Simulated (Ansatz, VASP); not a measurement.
BeS: VASP beside Ansatz

```
Be S
1.0
     3.30024    0.00000    0.00000
    -1.65012    2.85809    0.00000
     0.00000    0.00000    5.25522
Be S
2 2
Direct
  0.00000 0.00000 0.00000
  0.00000 0.00000 0.50000
  0.33333 0.66667 0.25000
  0.66667 0.33333 0.75000
```

Alike in both runs: task single point; functional r2SCAN; k mesh 12 × 12 × 6; no spin polarisation.

```csv
,VASP,Ansatz
version,VASP 6.6.1,Ansatz 0.2.0
potentials or method,"VASP PAW PBE potentials, release 64 (Be, S)","plane waves, PAW"
plane-wave cutoff (eV),520,500
occupations,"gaussian, width 0.01 eV",fixed
valence electrons in the cell,16,16
```

```tsv
	VASP	Ansatz	Ansatz less VASP
gap on the k mesh at the Fermi level (eV)	1.81	1.81	-0.005
pressure (GPa)	-0.1	0.0	+0.09
```

VASP's potentials were made for PBE, not for r2SCAN.
